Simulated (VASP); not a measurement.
# SnO2: single point with r2SCAN

The system is SnO2.

```
Sn O
1.0
     0.00000    0.00000   -3.20071
    -4.75982    0.00000    0.00000
     0.00000    9.22012    0.00000
Sn O
4 8
Direct
  0.50000 0.50000 0.20806
  0.50000 0.50000 0.72433
  0.00000 0.00000 0.46619
  0.00000 0.00000 0.98246
  0.00000 0.69414 0.10788
  0.00000 0.69414 0.62415
  0.50000 0.19414 0.05010
  0.50000 0.19414 0.56637
  0.50000 0.80586 0.36601
  0.50000 0.80586 0.88228
  0.00000 0.30586 0.30823
  0.00000 0.30586 0.82450
```

This cell differs from its parent crystal: the distance across one plane changed.

- Program: VASP 6.6.1
- Task: single point
- Functional: r2SCAN
- Potentials or basis: VASP PAW PBE potentials, release 64 (Sn_d, O)
- Cutoff: 520 eV
- k mesh: 8 × 6 × 3
- Occupations: gaussian, width 0.05 eV
- Spin: no spin polarisation
- Dipole correction: no
- Further INCAR settings: ALGO = Normal; EDIFF = 1e-06; NBANDS = 64

```
Pressure               : 9.9 GPa
Largest force          : 5.447 eV/Å
Band gap on the k mesh : 1.75 eV
```

Forces on the atoms (eV/Å):
```
Sn   0.035  0.578  0.000
Sn  -0.094  0.721  0.000
Sn   0.054  0.899  0.000
Sn  -1.075 -5.340  0.000
O    2.924  3.225  0.000
O   -0.166 -0.456  0.000
O   -2.454  3.101  0.000
O    0.109 -0.378  0.000
O    0.124 -0.447  0.000
O    0.684 -0.981  0.000
O    0.045 -0.316  0.000
O   -0.186 -0.604  0.000
```

Stress tensor (GPa, compression positive):
```
10.57  2.43  0.00
 2.43  9.62  0.00
 0.00  0.00  9.48
```

Levels at points of the mesh, in eV from the valence-band top:
```
           k point  band 49  band 50  band 51  band 52  band 53  band 54  band 55  band 56
(0.00, 0.00, 0.00)    -0.98    -0.92    -0.61     0.00     1.75     4.90     5.10     6.46
(0.50, 0.00, 0.00)    -1.12    -0.98    -0.72    -0.69     6.22     6.64     7.18     8.10
(0.00, 0.50, 0.00)    -1.08    -1.07    -0.69    -0.56     4.54     4.82     5.39     5.95
(0.50, 0.50, 0.00)    -0.94    -0.85    -0.63    -0.53     5.21     5.61     7.02     7.79
```

It took 21 min on 1 thread of Oxide Virtual Turin-like Processor, on a shared host, peak memory 0.43 GiB.

Caveat: the cell differs from its parent crystal (the distance across one plane changed); the cell stands under pressure; the PAW data sets were made with another functional, which shifts forces and pressure a little; spin-orbit coupling is left out, which moves the levels of the heavy elements.
